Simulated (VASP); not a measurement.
# Ge (I4_1/amd) in VASP: single point with LDA

Aim: the single point of Ge with LDA.

Everything below comes from runs of VASP 6.6.1. Logs are shortened: lines on timing, memory, paths and dates and some standing lists are left out, and cuts for length are marked.

## 1. The cell of the first run

It takes space group I4_1/amd (No. 141, tetragonal). The conventional cell has a = 5.149 Å, b = 5.149 Å, c = 2.795 Å, α = 90.00°, β = 90.00°, γ = 90.00°. Within 3.5 Å of Ge (site symmetry -4m2) lie 10 Ge at 2.67 to 3.32 Å.

## 2. Single point, LDA

INCAR reads:

```
SYSTEM = Ge
ALGO = Normal
EDIFF = 1E-7
ENCUT = 520
GGA = CA
ISIF = 2
ISMEAR = 0
LASPH = .TRUE.
LCHARG = .FALSE.
LREAL = .FALSE.
LWAVE = .FALSE.
NBANDS = 21
NELM = 60
PREC = Accurate
SIGMA = 0.1
```

KPOINTS reads:

```
k-points
0
G
  8 8 8
  0 0 0
```

POSCAR reads:

```
Ge
1.0
   -2.5744897190      2.5744897190      1.3974126432
    2.5744897190     -2.5744897190      1.3974126432
    2.5744897190      2.5744897190     -1.3974126432
Ge
2
Direct
    0.2500000000      0.7500000000      0.5000000000
    0.5000000000      0.5000000000      0.0000000000
```

Potentials or basis: VASP PAW LDA potentials, release 64 (Ge_d).

Started as:

```bash
cat potpaw_LDA.64/Ge_d/POTCAR > POTCAR
mpirun -np 1 vasp_std > vasp.out
```

OUTCAR:

```text
SYSTEM = Ge
   EDIFF = 1E-7
   ENCUT = 520
   GGA = CA
   ISIF = 2
   ISMEAR = 0
   LASPH = .TRUE.
   LREAL = .FALSE.
   NELM = 60
   PREC = Accurate

 ion  position               nearest neighbor table
   1  0.250  0.750  0.500-   2 2.67   2 2.67   2 2.67   2 2.67
   2  0.500  0.500  0.000-   1 2.67   1 2.67   1 2.67   1 2.67

  LATTYP: Found a body centered tetragonal cell.
 ALAT       =     5.1489794380
 C/A-ratio  =     0.5427920853

  Lattice vectors:

 A1 = (  -2.5744897190,   2.5744897190,   1.3974126432)
 A2 = (   2.5744897190,  -2.5744897190,   1.3974126432)
 A3 = (   2.5744897190,   2.5744897190,  -1.3974126432)

Analysis of symmetry for initial positions (statically):
=====================================================================
 Subroutine PRICEL returns:
 Original cell was already a primitive cell.

 Routine SETGRP: Setting up the symmetry group for a
 body centered tetragonal supercell.

 Subroutine GETGRP returns: Found 16 space group operations
 (whereof  8 operations were pure point group operations)
 out of a pool of 16 trial point group operations.

The static configuration has the point symmetry D_2d.
 The point group associated with its full space group is D_4h.

Analysis of symmetry for dynamics (positions and initial velocities):
=====================================================================
 Subroutine PRICEL returns:
 Original cell was already a primitive cell.

 Routine SETGRP: Setting up the symmetry group for a
 body centered tetragonal supercell.

 Subroutine GETGRP returns: Found 16 space group operations
 (whereof  8 operations were pure point group operations)
 out of a pool of 16 trial point group operations.

The dynamic configuration has the point symmetry D_2d.
 The point group associated with its full space group is D_4h.

 Subroutine INISYM returns: Found 16 space group operations
 (whereof  8 operations are pure point group operations),
 and found     1 'primitive' translations

----------------------------------------------------------------------------------------

                                     Primitive cell

  volume of cell :      37.0482

  direct lattice vectors                    reciprocal lattice vectors
    -2.574489719  2.574489719  1.397412643     0.000000000  0.194213244  0.357804119
     2.574489719 -2.574489719  1.397412643     0.194213244  0.000000000  0.357804119
     2.574489719  2.574489719 -1.397412643     0.194213244  0.194213244  0.000000000

  length of vectors
[... 76 lines left out ...]
   ISPIN  =      1    spin polarized calculation?
   LNONCOLLINEAR =      F non collinear calculations
   LSORBIT =      F    spin-orbit coupling
   LASPH  =      T    aspherical Exc in radial PAW
   ENCUT  =  520.0 eV  38.22 Ry    6.18 a.u.   7.25  7.25  7.25*2*pi/ulx,y,z
   NELM   =     60;   NELMIN=  2; NELMDL= -5     # of ELM steps
   EDIFF  = 0.1E-06   stopping-criterion for ELM
   LREAL  =      F    real-space projection
   EDIFFG = 0.1E-05   stopping-criterion for IOM
   NSW    =      0    number of steps for IOM
   IBRION =     -1    ionic relax: 0-MD 1-quasi-New 2-CG
   NFREE  =      0    steps in history (QN), initial steepest desc. (CG)
   ISIF   =      2    stress and relaxation
   ISYM   =      2    0-nonsym 1-usesym 2-fastsym
   POTIM  = 0.5000    time-step for ionic-motion
   TEBEG  =    0.0;   TEEND  =   0.0 temperature during run
   PSTRESS=    0.0 pullay stress
   NELECT =      28.0000    total number of electrons
   NUPDOWN=      -1.0000    fix difference up-down
   EMIN   =  10.00;   EMAX   =-10.00  energy-range for DOS
   EFERMI =   0.00;   METHOD = LEGACY
   ISMEAR =     0;   SIGMA  =   0.10  broadening in eV -4-tet -1-fermi 0-gaus
   EFERMI_NEDOS =   21; number of points for ismear=-14 and -15
   IALGO  =     38    algorithm
   IMIX   =      4    mixing-type and parameters
     AMIX     =   0.40;   BMIX     =  1.00
     AMIX_MAG =   1.60;   BMIX_MAG =  1.00
  volume/ion in A,a.u.               =      18.52       125.01
  Fermi-wavevector in a.u.,A,eV,Ry     =   1.491209  2.817976 30.255333  2.223704
  Thomas-Fermi vector in A             =   2.603893
   LORBIT       =      0    0 simple, 1 ext, 2 COOP (PROOUT), +10 PAW based schemes
   GGA     = CA    functional components
   LHFCALC =     F    Hartree Fock is set to
   AEXX    =    0.0000 exact exchange contribution
   IVDW    =     0    specifies the selected vdW correction
   LEPSILON=     F    determine dielectric tensor
   LRPA    =     F    only Hartree local field effects (RPA)
 non-spin polarized calculation
 Gauss-broadening in eV      SIGMA  =   0.10
  energy-cutoff  :      520.00
  volume of cell :       37.05
 maximum number of plane-waves:      1021
 NGX is ok and might be reduce to    30
   NGX = 15   NGY = 15   NGZ = 15

 number of electron      28.0000028 magnetization

 Free energy of the ion-electron system (eV)
  ---------------------------------------------------
  ext. energy  EPLUGINS =         0.00000000
  ---------------------------------------------------
  free energy    TOTEN  =       -10.00065752 eV

  energy without entropy =       -9.99683451  energy(sigma->0) =       -9.99874601

 E-fermi :   6.4674     XC(G=0): -11.6061

 val. band max:        6.4194038702   @ k =  -0.2500   0.2500   0.2500
 cond. band min:       6.5529784210   @ k =   0.3750   0.3750   0.1250
 fundamental gap:      0.1335745508
 Fermi energy:         6.4673509461

 k-point     1 :       0.0000    0.0000    0.0000
  band No.  band energies     occupation
      1     -18.3187      2.00000
      2     -18.2680      2.00000
      3     -18.2424      2.00000
      4     -18.2354      2.00000
      5     -18.1316      2.00000
      6     -18.1316      2.00000
[... 565 lines left out ...]
     20      16.5728      0.00000
     21      16.6524      0.00000

 [... further k-points ...]
[... 5 lines left out ...]
  --------------------------------------------------------------------------------------
  -------------------------------------------------------------------------------------
  Total       -0.9703283     -0.9703283      0.1407847      0.0000000      0.0000000      0.0000000
  in kB      -41.9625911    -41.9625911      6.0883405      0.0000000      0.0000000      0.0000000
  external PRESSURE =     -25.9456139 kB  Pullay stress =       0.0000000 kB

 VOLUME and BASIS-vectors are now :
 -----------------------------------------------------------------------------
  energy-cutoff  :      520.00
  volume of cell :       37.05
      direct lattice vectors                 reciprocal lattice vectors
    -2.574489719  2.574489719  1.397412643     0.000000000  0.194213244  0.357804119
     2.574489719 -2.574489719  1.397412643     0.194213244  0.000000000  0.357804119
     2.574489719  2.574489719 -1.397412643     0.194213244  0.194213244  0.000000000

 POSITION                                       TOTAL-FORCE (eV/Angst)
 -----------------------------------------------------------------------------------
      2.57449      0.00000      0.69871         0.000000      0.000000      0.000000
      0.00000      0.00000      1.39741        -0.000000     -0.000000     -0.000000
 -----------------------------------------------------------------------------------
    total drift:                                0.000000     -0.000000      0.000000

  FREE ENERGIE OF THE ION-ELECTRON SYSTEM (eV)
  ---------------------------------------------------
  free  energy   TOTEN  =       -10.0006575164 eV

  energy  without entropy=       -9.9968345066  energy(sigma->0) =       -9.99874601
```

OSZICAR:

```text
N       E                     dE             d eps       ncg     rms          rms(c)
DAV:   1     0.176528276152E+03    0.17653E+03   -0.14231E+04  2769   0.379E+03
DAV:   2     0.138933798781E+02   -0.16263E+03   -0.15774E+03  2493   0.595E+02
DAV:   3    -0.938467043477E+01   -0.23278E+02   -0.23094E+02  2851   0.132E+02
DAV:   4    -0.100314533195E+02   -0.64678E+00   -0.64647E+00  2743   0.256E+01
DAV:   5    -0.100408646399E+02   -0.94113E-02   -0.94111E-02  2824   0.340E+00    0.219E+00
DAV:   6    -0.100132310438E+02    0.27634E-01   -0.21788E-02  3337   0.238E+00    0.121E+00
DAV:   7    -0.100010435041E+02    0.12188E-01   -0.13253E-02  3355   0.156E+00    0.113E-01
DAV:   8    -0.100006571576E+02    0.38635E-03   -0.17938E-03  2992   0.762E-01    0.434E-02
DAV:   9    -0.100006578244E+02   -0.66680E-06   -0.39922E-05  3018   0.782E-02    0.987E-03
DAV:  10    -0.100006575236E+02    0.30084E-06   -0.31620E-06  3322   0.270E-02    0.163E-03
DAV:  11    -0.100006575164E+02    0.71832E-08   -0.90535E-08  1961   0.427E-03
   1 F= -.10000658E+02 E0= -.99987460E+01  d E =-.382301E-02
```

stdout:

```text
POSCAR found type information on POSCAR Ge
 POSCAR found :  1 types and       2 ions
 scaLAPACK will be used
 LDA part: xc-table for (Slater(with rela. corr.)+CA(PZ))
 , standard interpolation
 POSCAR, INCAR and KPOINTS ok, starting setup
 FFT: planning ... GRIDC
 FFT: planning ... GRID_SOFT
 FFT: planning ... GRID
 WAVECAR not read
 entering main loop
```

Run time: 29 s. Hardware: 1 thread of Intel Xeon 6975P-C, shared host; peak memory 0.17 GiB.

What came out:

```yaml
Free_energy: -10.0007 eV
Pressure: -2.6 GPa
Band_gap_on_the_k_mesh: zero (band 14 reaches 8.46 eV, above the bottom of band 15 at 4.00 eV)
```

Stress tensor (GPa, compression positive):
```
-4.20  0.00  0.00
 0.00 -4.20  0.00
 0.00  0.00  0.61
```

Levels at points of the mesh, in eV from the Fermi level:
| k point | band 12 | band 13 | band 14 | band 15 | band 16 | band 17 |
| --- | --- | --- | --- | --- | --- | --- |
| (0.00, 0.00, 0.00) | -4.10 | -2.28 | -2.28 | 3.42 | 7.56 | 7.56 |
| (0.50, 0.00, 0.00) | -6.34 | -2.62 | -1.95 | -1.29 | 2.59 | 3.57 |
| (0.50, 0.50, 0.00) | -10.52 | 0.67 | 0.67 | 1.94 | 1.94 | 7.52 |
| (0.50, 0.50, 0.50) | -8.86 | -5.82 | -5.82 | 6.19 | 6.19 | 10.92 |
